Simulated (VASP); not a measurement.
# Yb (Fm-3m) in VASP: notebook

Runs on Yb. Level: LDA. Tasks: single point.

Everything below comes from runs of VASP 6.6.1. Logs are shortened: lines on timing, memory, paths and dates and some standing lists are left out, and cuts for length are marked.

## 1. The cell of the first run

The structure is cubic, space group Fm-3m (No. 225). Conventional cell: a = 4.914 Å, b = 4.914 Å, c = 4.914 Å, α = 90.00°, β = 90.00°, γ = 90.00°. Within 4.6 Å of Yb (site symmetry m-3m) lie 12 Yb at 3.47 Å.

## 2. Single point, LDA

INCAR reads:

```
SYSTEM = Yb
PREC = Accurate ; ENCUT = 520
EDIFF = 1E-7 ; ISMEAR = 0
SIGMA = 0.2 ; LREAL = .FALSE.
LASPH = .TRUE. ; NELM = 100
ALGO = Normal ; ISIF = 2
LWAVE = .FALSE. ; LCHARG = .FALSE.
GGA = CA ; NBANDS = 18
```

KPOINTS reads:

```
regular mesh
0
G
  11 11 11
  0 0 0
```

POSCAR reads:

```
Yb
1.0
    0.0000000000      2.4569516026      2.4569516026
    2.4569516026      0.0000000000      2.4569516026
    2.4569516026      2.4569516026      0.0000000000
Yb
1
Direct
    0.0000000000      0.0000000000      0.0000000000
```

Potentials or basis: VASP PAW PBE potentials, release 64 (Yb).

Started as:

```bash
cat potpaw_PBE.64/Yb/POTCAR > POTCAR
mpirun -np 1 vasp_std > vasp.out
```

OUTCAR:

```text
SYSTEM = Yb
   PREC = Accurate
   ENCUT = 520
   EDIFF = 1E-7
   ISMEAR = 0
   LREAL = .FALSE.
   LASPH = .TRUE.
   NELM = 100
   ISIF = 2
   GGA = CA

 ion  position               nearest neighbor table
   1  0.000  0.000  0.000-

  LATTYP: Found a face centered cubic cell.
 ALAT       =     4.9139032052

  Lattice vectors:

 A1 = (   0.0000000000,   2.4569516026,   2.4569516026)
 A2 = (   2.4569516026,   0.0000000000,   2.4569516026)
 A3 = (   2.4569516026,   2.4569516026,   0.0000000000)

Analysis of symmetry for initial positions (statically):
=====================================================================
 Subroutine PRICEL returns:
 Original cell was already a primitive cell.

 Routine SETGRP: Setting up the symmetry group for a
 face centered cubic supercell.

 Subroutine GETGRP returns: Found 48 space group operations
 (whereof 48 operations were pure point group operations)
 out of a pool of 48 trial point group operations.

The static configuration has the point symmetry O_h .

Analysis of symmetry for dynamics (positions and initial velocities):
=====================================================================
 Subroutine PRICEL returns:
 Original cell was already a primitive cell.

 Routine SETGRP: Setting up the symmetry group for a
 face centered cubic supercell.

 Subroutine GETGRP returns: Found 48 space group operations
 (whereof 48 operations were pure point group operations)
 out of a pool of 48 trial point group operations.

The dynamic configuration has the point symmetry O_h .

 Subroutine INISYM returns: Found 48 space group operations
 (whereof 48 operations are pure point group operations),
 and found     1 'primitive' translations

----------------------------------------------------------------------------------------

                                     Primitive cell

  volume of cell :      29.6633

  direct lattice vectors                    reciprocal lattice vectors
     0.000000000  2.456951603  2.456951603    -0.203504212  0.203504212  0.203504212
     2.456951603  0.000000000  2.456951603     0.203504212 -0.203504212  0.203504212
     2.456951603  2.456951603  0.000000000     0.203504212  0.203504212 -0.203504212

  length of vectors
     3.474654278  3.474654278  3.474654278     0.352479635  0.352479635  0.352479635

  position of ions in fractional coordinates (direct lattice)
     0.000000000  0.000000000  0.000000000

  ion indices of the primitive-cell ions
   primitive index   ion index
                 1           1

----------------------------------------------------------------------------------------

 KPOINTS: regular mesh

Automatic generation of k-mesh.
 Grid dimensions read from file:
 generate k-points for:   11   11   11

 Generating k-lattice:

  Cartesian coordinates                     Fractional coordinates (reciprocal lattice)
    -0.018500383  0.018500383  0.018500383     0.090909091  0.000000000  0.000000000
     0.018500383 -0.018500383  0.018500383     0.000000000  0.090909091  0.000000000
     0.018500383  0.018500383 -0.018500383     0.000000000  0.000000000  0.090909091

  Length of vectors
     0.032043603  0.032043603  0.032043603

  Shift w.r.t. Gamma in fractional coordinates (k-lattice)
     0.000000000  0.000000000  0.000000000

 Subroutine IBZKPT returns following result:
 ===========================================

 Found     56 irreducible k-points:

 Following reciprocal coordinates:
            Coordinates               Weight
  0.000000  0.000000  0.000000      1.000000
  0.090909  0.000000  0.000000      8.000000
  0.181818  0.000000  0.000000      8.000000
  0.272727  0.000000  0.000000      8.000000
  0.363636  0.000000  0.000000      8.000000
  0.454545  0.000000  0.000000      8.000000
[... 16 lines left out ...]
 -0.272727  0.181818  0.000000     24.000000
 -0.181818  0.181818  0.000000     12.000000
 [... further k-points ...]
   k-points           NKPTS =     56   k-points in BZ     NKDIM =     56   number of bands    NBANDS=     18
   number of dos      NEDOS =    301   number of ions     NIONS =      1
   total plane-waves  NPLWV =  21952
   dimension x,y,z NGX =    28 NGY =   28 NGZ =   28
   dimension x,y,z NGXF=    56 NGYF=   56 NGZF=   56
   ions per type =               1
   NGX,Y,Z   is equivalent  to a cutoff of  13.40, 13.40, 13.40 a.u.
   NGXF,Y,Z  is equivalent  to a cutoff of  26.79, 26.79, 26.79 a.u.
 SYSTEM =  Yb
   PREC   = accura    normal or accurate (medium, high low for compatibility)
   ISTART =      0    job   : 0-new  1-cont  2-samecut
   ICHARG =      2    charge: 1-file 2-atom 10-const
   ISPIN  =      1    spin polarized calculation?
   LNONCOLLINEAR =      F non collinear calculations
   LSORBIT =      F    spin-orbit coupling
   LASPH  =      T    aspherical Exc in radial PAW
   ENCUT  =  520.0 eV  38.22 Ry    6.18 a.u.   6.46  6.46  6.46*2*pi/ulx,y,z
   NELM   =    100;   NELMIN=  2; NELMDL= -5     # of ELM steps
   EDIFF  = 0.1E-06   stopping-criterion for ELM
   LREAL  =      F    real-space projection
   EDIFFG = 0.1E-05   stopping-criterion for IOM
   NSW    =      0    number of steps for IOM
   IBRION =     -1    ionic relax: 0-MD 1-quasi-New 2-CG
   NFREE  =      0    steps in history (QN), initial steepest desc. (CG)
   ISIF   =      2    stress and relaxation
   ISYM   =      2    0-nonsym 1-usesym 2-fastsym
   POTIM  = 0.5000    time-step for ionic-motion
   TEBEG  =    0.0;   TEEND  =   0.0 temperature during run
   PSTRESS=    0.0 pullay stress
   NELECT =      24.0000    total number of electrons
   NUPDOWN=      -1.0000    fix difference up-down
   EMIN   =  10.00;   EMAX   =-10.00  energy-range for DOS
   EFERMI =   0.00;   METHOD = LEGACY
   ISMEAR =     0;   SIGMA  =   0.20  broadening in eV -4-tet -1-fermi 0-gaus
   EFERMI_NEDOS =   21; number of points for ismear=-14 and -15
   IALGO  =     38    algorithm
   IMIX   =      4    mixing-type and parameters
     AMIX     =   0.40;   BMIX     =  1.00
     AMIX_MAG =   1.60;   BMIX_MAG =  1.00
  volume/ion in A,a.u.               =      29.66       200.18
  Fermi-wavevector in a.u.,A,eV,Ry     =   1.525476  2.882731 31.661795  2.327076
  Thomas-Fermi vector in A             =   2.633641
   LORBIT       =      0    0 simple, 1 ext, 2 COOP (PROOUT), +10 PAW based schemes
   GGA     = CA    functional components
   LHFCALC =     F    Hartree Fock is set to
   AEXX    =    0.0000 exact exchange contribution
   IVDW    =     0    specifies the selected vdW correction
   LEPSILON=     F    determine dielectric tensor
   LRPA    =     F    only Hartree local field effects (RPA)
 non-spin polarized calculation
 Gauss-broadening in eV      SIGMA  =   0.20
  energy-cutoff  :      520.00
  volume of cell :       29.66
 maximum number of plane-waves:       821
 NGX is ok and might be reduce to    28
   NGX = 13   NGY = 13   NGZ = 13

 number of electron      24.0000001 magnetization

 Free energy of the ion-electron system (eV)
  ---------------------------------------------------
  ext. energy  EPLUGINS =         0.00000000
  ---------------------------------------------------
  free energy    TOTEN  =        -4.19369642 eV

  energy without entropy =       -4.15989511  energy(sigma->0) =       -4.17679576

 E-fermi :   1.8750     XC(G=0): -10.6678

 val. band max:        1.8246621373   @ k =  -0.2727   0.4545   0.1818
 cond. band min:       1.8768648245   @ k =  -0.4545   0.4545   0.0909
 fundamental gap:      0.0522026872
 Fermi energy:         1.8750283504

 k-point     1 :       0.0000    0.0000    0.0000
  band No.  band energies     occupation
      1     -49.4196      2.00000
      2     -21.6261      2.00000
      3     -21.6261      2.00000
      4     -21.6261      2.00000
      5      -3.6183      2.00000
      6       1.2477      1.99999
[... 10 lines left out ...]
     17       7.4020      0.00000
     18      12.4312      0.00000

 k-point     2 :       0.0909    0.0000    0.0000
  band No.  band energies     occupation
      1     -49.4163      2.00000
      2     -21.6811      2.00000
      3     -21.6330      2.00000
      4     -21.6330      2.00000
      5      -3.3813      2.00000
      6       1.2492      1.99999
[... 10 lines left out ...]
     17       7.2608      0.00000
     18      12.9629      0.00000

 k-point     3 :       0.1818    0.0000    0.0000
  band No.  band energies     occupation
      1     -49.4074      2.00000
      2     -21.8255      2.00000
      3     -21.6514      2.00000
      4     -21.6514      2.00000
      5      -2.7169      2.00000
      6       1.2565      1.99999
[... 10 lines left out ...]
     17       7.1169      0.00000
     18      13.0214      0.00000

 k-point     4 :       0.2727    0.0000    0.0000
  band No.  band energies     occupation
      1     -49.3957      2.00000
      2     -22.0081      2.00000
      3     -21.6752      2.00000
      4     -21.6752      2.00000
      5      -1.7714      2.00000
      6       1.2770      1.99998
[... 10 lines left out ...]
     17       7.5175      0.00000
     18      11.9834      0.00000

 k-point     5 :       0.3636    0.0000    0.0000
  band No.  band energies     occupation
      1     -49.3849      2.00000
      2     -22.1701      2.00000
      3     -21.6970      2.00000
      4     -21.6970      2.00000
      5      -0.8203      2.00000
      6       1.2988      1.99995
[... 10 lines left out ...]
     17       8.3997      0.00000
     18      11.2812      0.00000

 k-point     6 :       0.4545    0.0000    0.0000
  band No.  band energies     occupation
      1     -49.3785      2.00000
      2     -22.2639      2.00000
      3     -21.7099      2.00000
      4     -21.7099      2.00000
      5      -0.2373      2.00000
      6       1.2899      1.99996
[... 10 lines left out ...]
     17       9.2003      0.00000
     18      10.9984      0.00000

 k-point     7 :       0.0909    0.0909    0.0000
  band No.  band energies     occupation
      1     -49.4152      2.00000
      2     -21.6801      2.00000
      3     -21.6449      2.00000
      4     -21.6449      2.00000
      5      -3.3023      2.00000
      6       1.2496      1.99999
[... 10 lines left out ...]
     17       7.5316      0.00000
     18      13.1618      0.00000

 k-point     8 :       0.1818    0.0909    0.0000
  band No.  band energies     occupation
      1     -49.4081      2.00000
      2     -21.7873      2.00000
      3     -21.6674      2.00000
      4     -21.6582      2.00000
      5      -2.7791      2.00000
      6       1.2544      1.99999
[... 10 lines left out ...]
     17       7.6072      0.00000
     18      13.8391      0.00000
[... 229 lines left out ...]
     17       8.8565      0.00000
     18      12.7145      0.00000

 k-point    20 :       0.4545    0.1818    0.0000
  band No.  band energies     occupation
      1     -49.3762      2.00000
      2     -22.1719      2.00000
      3     -21.8045      2.00000
      4     -21.7569      2.00000
      5       0.1241      2.00000
      6       1.3056      1.99994
[... 10 lines left out ...]
     17       9.4370      0.00000
     18      11.0606      0.00000

 k-point    21 :      -0.4545    0.1818    0.0000
  band No.  band energies     occupation
      1     -49.3726      2.00000
      2     -22.2116      2.00000
      3     -21.8408      2.00000
      4     -21.7490      2.00000
      5       0.6028      2.00000
      6       1.2867      1.99997
[... 10 lines left out ...]
     17       9.1893      0.00000
     18      10.5704      0.00000

 k-point    22 :      -0.3636    0.1818    0.0000
  band No.  band energies     occupation
      1     -49.3747      2.00000
      2     -22.1815      2.00000
      3     -21.8543      2.00000
      4     -21.7267      2.00000
      5       0.4061      2.00000
      6       1.2906      1.99996
[... 10 lines left out ...]
     17       9.6570      0.00000
     18      11.1345      0.00000

 k-point    23 :      -0.2727    0.1818    0.0000
  band No.  band energies     occupation
      1     -49.3818      2.00000
      2     -22.0966      2.00000
      3     -21.8342      2.00000
      4     -21.6968      2.00000
      5      -0.3980      2.00000
      6       1.3069      1.99994
[... 10 lines left out ...]
     17       9.6327      0.00000
     18      12.0979      0.00000

 k-point    24 :      -0.1818    0.1818    0.0000
  band No.  band energies     occupation
      1     -49.3918      2.00000
      2     -21.9911      2.00000
      3     -21.7770      2.00000
      4     -21.6689      2.00000
      5      -1.3967      2.00000
      6       1.2809      1.99997
[... 10 lines left out ...]
     17       8.6792      0.00000
     18      13.2334      0.00000

 [... further k-points ...]

------------------------ aborting loop because EDIFF is reached ----------------------------------------

  FORCE on cell =-STRESS in cart. coord.  units (eV):
  Direction    XX          YY          ZZ          XY          YZ          ZX
  --------------------------------------------------------------------------------------
  -------------------------------------------------------------------------------------
  Total        0.0113480      0.0113480      0.0113480      0.0000000      0.0000000      0.0000000
  in kB        0.6129279      0.6129279      0.6129279      0.0000000      0.0000000      0.0000000
  external PRESSURE =       0.6129279 kB  Pullay stress =       0.0000000 kB

 VOLUME and BASIS-vectors are now :
 -----------------------------------------------------------------------------
  energy-cutoff  :      520.00
  volume of cell :       29.66
      direct lattice vectors                 reciprocal lattice vectors
     0.000000000  2.456951603  2.456951603    -0.203504212  0.203504212  0.203504212
     2.456951603  0.000000000  2.456951603     0.203504212 -0.203504212  0.203504212
     2.456951603  2.456951603  0.000000000     0.203504212  0.203504212 -0.203504212

 POSITION                                       TOTAL-FORCE (eV/Angst)
 -----------------------------------------------------------------------------------
      0.00000      0.00000      0.00000         0.000000      0.000000      0.000000
 -----------------------------------------------------------------------------------
    total drift:                               -0.000000     -0.000000     -0.000000

  FREE ENERGIE OF THE ION-ELECTRON SYSTEM (eV)
  ---------------------------------------------------
  free  energy   TOTEN  =        -4.1936964154 eV

  energy  without entropy=       -4.1598951115  energy(sigma->0) =       -4.17679576
```

Run time: 43 s. Hardware: 1 thread of AMD EPYC 9R45 (Zen 5), shared host; peak memory 0.14 GiB.

Results:

```yaml
Free_energy: -4.1937 eV
Pressure: 0.1 GPa
Band_gap_on_the_k_mesh: zero (bands 12 and 13 overlap by 0.12 eV)
```

Caveat: the PAW data sets were made with another functional, which shifts forces and pressure a little; spin-orbit coupling is left out, which moves the levels of the heavy elements.

## 3. Single point, LDA

INCAR reads:

```
PREC     = Accurate       # precision mode
ENCUT    = 520            # plane-wave cutoff, eV
EDIFF    = 1E-7           # SCF threshold, eV
ISMEAR   = 0              # smearing method
SIGMA    = 0.3            # smearing width, eV
LREAL    = False          # projectors in reciprocal space
LASPH    = True           # aspherical terms in the spheres
NELM     = 60             # most SCF steps
ALGO     = Normal         # electronic algorithm
ISIF     = 2              # what is computed and relaxed
LWAVE    = False          # write WAVECAR
LCHARG   = False          # write CHGCAR
GGA      = CA             # functional
NBANDS   = 18             # bands
```

KPOINTS reads:

```
Automatic mesh
0
Gamma
  11 11 11
```

POSCAR is that of step 2.

Potentials or basis: VASP PAW PBE potentials, release 64 (Yb).

Started as:

```bash
cat potpaw_PBE.64/Yb/POTCAR > POTCAR
mpirun -np 1 vasp_std > vasp.out
```

Run time: 45 s. Hardware: 1 thread of AMD EPYC 9R45 (Zen 5), shared host; peak memory 0.14 GiB.

It converged, with:

| Item | Value |
| --- | --- |
| Free energy | -4.2183 eV |
| Pressure | 0.0 GPa |
| Band gap on the k mesh | zero (bands 12 and 13 overlap by 0.10 eV) |

Levels at points of the mesh, in eV from the Fermi level:
```
           k point  band 8  band 9  band 10  band 11  band 12  band 13  band 14  band 15  band 16  band 17
(0.00, 0.00, 0.00)   -0.60   -0.60    -0.45    -0.45    -0.45     2.93     2.93     2.93     5.49     5.49
```

Caveat: so wide a smearing shifts energies and pressures; the PAW data sets were made with another functional, which shifts forces and pressure a little; spin-orbit coupling is left out, which moves the levels of the heavy elements. Spin polarisation is off, so any magnetic state and its effect on volume and gap are missing.

## 4. Single point, LDA

INCAR reads:

```
SYSTEM = Yb
  PREC = Accurate
  ENCUT = 520
  EDIFF = 1E-6
  ISMEAR = 0
  SIGMA = 0.6
  LREAL = .FALSE.
  LASPH = .TRUE.
  NELM = 100
  ALGO = Normal
  ISIF = 2
  LWAVE = .FALSE.
  LCHARG = .FALSE.
  GGA = CA
  NBANDS = 18
```

KPOINTS reads:

```
Automatic mesh
0
G
  11 11 11
  0 0 0
```

POSCAR is that of step 3.

Started as:

```bash
cat potpaw_PBE.64/Yb/POTCAR > POTCAR
mpirun -np 1 vasp_std > vasp.out
```

Wall time 34 s (1 thread of AMD EPYC 9R45 (Zen 5), shared host); peak memory 0.14 GiB.

The run converged. Its results:

```
Free energy            : -4.3809 eV
Pressure               : -0.1 GPa
Band gap on the k mesh : zero (bands 12 and 13 overlap by 0.05 eV)
```

Levels at points of the mesh, in eV from the Fermi level:
| k point | band 8 | band 9 | band 10 | band 11 | band 12 | band 13 | band 14 | band 15 | band 16 | band 17 |
| --- | --- | --- | --- | --- | --- | --- | --- | --- | --- | --- |
| (0.00, 0.00, 0.00) | -0.95 | -0.95 | -0.81 | -0.81 | -0.81 | 2.87 | 2.87 | 2.87 | 5.40 | 5.40 |

Caveat: so wide a smearing shifts energies and pressures; the PAW data sets were made with another functional, which shifts forces and pressure a little; spin-orbit coupling is left out, which moves the levels of the heavy elements.

## 5. The runs side by side

```tsv
smearing	gap on the mesh (eV)	pressure (GPa)
gaussian 0.2 eV	none	0.1
gaussian 0.3 eV	none	0.0
gaussian 0.6 eV	none	-0.1
```

Alike in all rows: task single point; level LDA; potentials or basis VASP PAW PBE potentials, release 64 (Yb); no spin polarisation; cell as given; k mesh 11 × 11 × 11; cutoff (eV) 520.

Caveats: the PAW data sets were made with another functional, which shifts forces and pressure a little; spin-orbit coupling is left out, which moves the levels of the heavy elements; so wide a smearing shifts energies and pressures (at least some runs).

Absolute energies hang on the potentials; compare differences alone.
